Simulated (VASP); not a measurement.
Crystal: Mn3SnH.

```xyz
5
Lattice="4.0039 0.0000 0.0000 0.0000 4.0039 0.0000 0.0000 0.0000 4.0039" Properties=species:S:1:pos:R:3 pbc="T T T"
Mn    2.0019    0.0000    0.0000
Mn    0.0000    2.0019    0.0000
Mn    0.0000    0.0000    2.0019
Sn    2.0019    2.0019    2.0019
H     0.0000    0.0000    0.0000
```

| Property | Result |
| --- | --- |
| Program | VASP 6.6.1 |
| Task | relaxation of cell and atoms |
| Functional | PBEsol |
| Potentials or basis | VASP PAW PBE potentials, release 64 (Mn_pv, Sn_d, H) |
| Cutoff | 600 eV |
| k mesh | 5 × 5 × 5 |
| Occupations | fermi-dirac, width 0.1 eV |
| Spin | collinear spin, ferromagnetic start |
| Starting moments | [4.0, 4.0, 4.0, 0.0, 0.0] μB |

At the start: pressure -14.7 GPa; volume 12.84 Å³/atom.

How do energy, volume and symmetry change on relaxing?

Over 3 steps the energy falls by 111.7 meV/atom and the volume is 10.99 Å³/atom (-14.4 %); space group Pm-3m (No. 221, to 0.1 Å) before and after; moment 6.20 μB per cell.

The path:
```tsv
step	energy change (eV)	largest force (eV/Å)	pressure (GPa)	volume (Å³)
1	0.0000	0.0000	-14.74	64.19
2	-0.5440	0.0000	4.08	53.83
3	-0.5585	0.0000	0.19	54.94
```

Final structure:
```
Mn Sn H
1.0
     3.80149    0.00000    0.00000
     0.00000    3.80149    0.00000
     0.00000    0.00000    3.80149
Mn Sn H
3 1 1
Direct
  0.50000 0.00000 0.00000
  0.00000 0.50000 0.00000
  0.00000 0.00000 0.50000
  0.50000 0.50000 0.50000
  0.00000 0.00000 0.00000
```

Caveat: the PAW data sets were made with another functional, which shifts forces and pressure a little.
